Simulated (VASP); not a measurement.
## Si: single point with LDA

Si:

```xyz
4
Lattice="3.8590 0.0000 0.0000 -1.9295 3.3420 0.0000 0.0000 0.0000 6.2571" Properties=species:S:1:pos:R:3 pbc="T T T"
Si    0.0000    2.2280    0.3861
Si    1.9295    1.1140    3.5147
Si    0.0000    2.2280    2.7425
Si    1.9295    1.1140    5.8710
```

This cell differs from its parent crystal: biaxial strain in the a-b plane: +1.5 %, then relaxed in part.

- Program: VASP 6.6.1
- Task: single point
- Functional: LDA
- Potentials or basis: VASP PAW LDA potentials, release 64 (Si)
- Cutoff: 520 eV
- k mesh: 12 × 12 × 6
- Occupations: gaussian, width 0.02 eV
- Spin: no spin polarisation

```json
{
 "Pressure": "-2.2 GPa",
 "Band gap on the k mesh": "0.26 eV (least direct gap 0.73 eV)"
}
```

Stress tensor (GPa, compression positive):
```
-3.27  0.00  0.00
 0.00 -3.27  0.00
 0.00  0.00  0.05
```

Levels at points of the mesh, in eV from the valence-band top:
| k point | band 6 | band 7 | band 8 | band 9 | band 10 | band 11 |
| --- | --- | --- | --- | --- | --- | --- |
| (0.00, 0.00, 0.00) | -0.20 | 0.00 | 0.00 | 0.73 | 1.91 | 1.91 |
| (0.50, 0.00, 0.00) | -3.09 | -2.95 | -1.40 | 0.26 | 2.30 | 3.05 |
| (0.00, 0.00, 0.50) | -0.97 | -0.97 | -0.97 | 1.57 | 1.57 | 2.91 |
| (0.50, 0.00, 0.50) | -2.43 | -2.32 | -2.32 | 0.86 | 0.86 | 1.69 |

Wall time 44 s on 1 thread of Intel(R) Xeon(R) Platinum 8488C (Sapphire Rapids), on a shared host, peak memory 0.2 GiB.

Caveat: the cell differs from its parent crystal (biaxial strain in the a-b plane: +1.5 %, then relaxed in part). A k mesh can miss the band edges.
